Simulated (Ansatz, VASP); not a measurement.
## Mo: VASP beside Ansatz

INCAR

```
PREC = Accurate
ENCUT = 520
EDIFF = 1E-6
ISMEAR = 0
SIGMA = 0.15
LREAL = F
LASPH = T
NELM = 100
ALGO = Fast
ISIF = 2
LWAVE = F
LCHARG = T
GGA = PE
LELF = T
LVHAR = T
NBANDS = 13
```

File KPOINTS:

```
Automatic mesh
0
Gamma
  22 22 22
```

File POSCAR:

```
Mo
1.0
   -1.5710000000      1.5710000000      1.7084625000
    1.5710000000     -1.5710000000      1.7084625000
    1.5710000000      1.5710000000     -1.7084625000
Mo
1
Direct
    0.0000000000      0.0000000000      0.0000000000
```

Input for Ansatz:

```yaml
crystal:
  lattice:
    - [-1.571, 1.571, 1.7084625]
    - [1.571, -1.571, 1.7084625]
    - [1.571, 1.571, -1.7084625]
  atoms:
    - { symbol: Mo, position: [0.0, 0.0, 0.0] }
basis:
  ecutwfc: 420
kpoints:
  mp_grid: { grid: [22, 22, 22] }
hamiltonian:
  xc: pbe
scf:
  occupations: { method: gaussian, width: 0.15 }
output:
  forces: true
  stress: true
  eigenvalues: true
```

Change from the starting cell: strain +0.0875 x Voigt [0, 0, 1, 0, 0, 0], atoms carried along.

Alike in both runs: task single point; functional PBE; k mesh 22 × 22 × 22; occupations gaussian, width 0.15 eV; no spin polarisation.

|  | VASP | Ansatz |
| --- | --- | --- |
| version | VASP 6.6.1 | Ansatz 0.2.0 |
| potentials or method | VASP PAW PBE potentials, release 64 (Mo_sv), cutoff 520 eV | scalar-relativistic, plane waves, PAW |
| valence electrons in the cell | 14 | 14 |

VASP gave:

* gap on the k mesh at the Fermi level (eV): none
* pressure (GPa): -13.6
* traceless stress, the component that is largest in VASP (GPa): -12.77

What did Ansatz give for the same quantities?

gap on the k mesh at the Fermi level (eV): none; pressure (GPa): -14.1; traceless stress, the component that is largest in VASP (GPa): -12.78.

A gap of «none» marks a metal or a gap that the smearing closes.
